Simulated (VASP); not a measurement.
Input of a VASP 6.6.1 run:

Contents of POSCAR:

```
Al2Cu
1.0
    4.0880282815      0.0000000000      0.0000000000
    0.0000000000      4.0880282815      0.0000000000
    0.0000000000      0.0000000000      2.8513253939
Al Cu
2 1
Direct
    0.5000000000      0.0000000000      0.5000000000
    0.0000000000      0.5000000000      0.5000000000
    0.0000000000      0.0000000000     -0.1052142280
```

INCAR.step1

```
SYSTEM = Al2Cu
PREC = Accurate
ENCUT = 520
ISMEAR = 0
SIGMA = 0.15
LREAL = .FALSE.
LASPH = .TRUE.
NELM = 60
NBANDS = 16
GGA = PE
ALGO = Normal
EDIFF = 1E-4
LWAVE = .TRUE.
LCHARG = .FALSE.
```

Contents of INCAR.step2:

```
SYSTEM = Al2Cu
PREC = Accurate
ENCUT = 520
EDIFF = 1E-6
ISMEAR = 0
SIGMA = 0.15
LREAL = .FALSE.
LASPH = .TRUE.
NELM = 60
ALGO = Normal
ISIF = 2
LWAVE = .FALSE.
LCHARG = .FALSE.
METAGGA = R2SCAN
LMIXTAU = .TRUE.
NBANDS = 16
ISTART = 1
```

Contents of KPOINTS:

```
Automatic mesh
0
G
  12 12 16
  0 0 0
```

Potentials or basis: VASP PAW PBE potentials, release 64 (Al, Cu).

Launch:

```console
$ cat potpaw_PBE.64/Al/POTCAR potpaw_PBE.64/Cu/POTCAR > POTCAR
$ cp INCAR.step1 INCAR
$ mpirun -np 1 vasp_std > vasp.out
$ cp INCAR.step2 INCAR
$ mpirun -np 1 vasp_std > vasp.out
```

What does it give for the pressure?

2.9 GPa.

Predict the band gap on the k mesh.

zero (an odd number of electrons rules out a gap without spin polarisation).

What does it give for the largest force?

1.858 eV/Å.

Stress tensor (GPa, compression positive):
```
4.14 0.00 0.00
0.00 4.14 0.00
0.00 0.00 0.55
```

Caveat: the cell differs from its parent crystal (atom 3 (Cu) moved by (+0.000, -0.300) A along [1 1 0] and z); the PAW data sets were made with another functional, which shifts forces and pressure a little.
